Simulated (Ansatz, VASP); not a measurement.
**Two plane-wave programs on PbSe**

File POSCAR:

```
PbSe
1.0
    0.0000000000      3.0620000000      3.0620000000
    3.0620000000      0.0000000000      3.0620000000
    3.0620000000      3.0620000000      0.0000000000
Pb Se
1 1
Direct
    0.0000000000      0.0000000000      0.0000000000
    0.5000000000      0.5000000000      0.5000000000
```

File INCAR.step1:

```
  PREC = Accurate
  ENCUT = 600
  ISMEAR = 0
  SIGMA = 0.02
  LREAL = F
  LASPH = T
  NELM = 80
  GGA = PE
  ALGO = Normal
  EDIFF = 1E-4
  LWAVE = T
  LCHARG = F
```

File INCAR.step2:

```
  PREC = Accurate
  ENCUT = 600
  EDIFF = 1E-6
  ISMEAR = 0
  SIGMA = 0.02
  LREAL = F
  LASPH = T
  NELM = 80
  ALGO = Normal
  ISIF = 3
  LWAVE = F
  LCHARG = F
  METAGGA = R2SCAN
  LMIXTAU = T
  IBRION = 2
  NSW = 100
  EDIFFG = -0.002
  ISTART = 1
```

File KPOINTS:

```
Automatic mesh
0
Gamma
  8 8 8
```

Input for Ansatz:

```yaml
crystal:
  lattice:
    - [0.0, 3.062, 3.062]
    - [3.062, 0.0, 3.062]
    - [3.062, 3.062, 0.0]
  atoms:
    - { symbol: Pb, position: [0.0, 0.0, 0.0] }
    - { symbol: Se, position: [0.5, 0.5, 0.5] }
basis:
  ecutwfc: 500
kpoints:
  mp_grid: { grid: [8, 8, 8] }
hamiltonian:
  xc: r2scan
  pseudopotentials: { kind: paw, azcp: { folder: soft_1 } }
scf:
  occupations: { method: gaussian, width: 0.02 }
output:
  forces: true
  stress: true
  eigenvalues: true
relax:
  adjacent_minimum: "off"
  f_tol: 0.002
  max_steps: 80
  cell: { stress_tol: 0.02 }
```

Alike in both runs: task relaxation of cell and atoms; functional r2SCAN; k mesh 8 × 8 × 8; occupations gaussian, width 0.02 eV; no spin polarisation.

|  | VASP | Ansatz |
| --- | --- | --- |
| version | VASP 6.6.1 | Ansatz 0.2.0 |
| potentials or method | VASP PAW PBE potentials, release 64 (Pb_d, Se), cutoff 600 eV | scalar-relativistic, plane waves, PAW |
| valence electrons in the cell | 20 | 30 |

```csv
,VASP,Ansatz,Ansatz less VASP
"gap on the k mesh at the Fermi level, each at its own relaxed structure (eV)",0.67,0.67,0.000
relaxed volume (Å³/atom),29.48,29.47,-0.018
relaxed cell length with the largest relative difference (Å),4.369,4.368,-0.0009
```

VASP's potentials were made for PBE, not for r2SCAN. VASP's potentials hold 20 valence electrons a cell and Ansatz's 30, so a difference there can come from the potentials and not from the codes.

Spin-orbit coupling is off throughout.
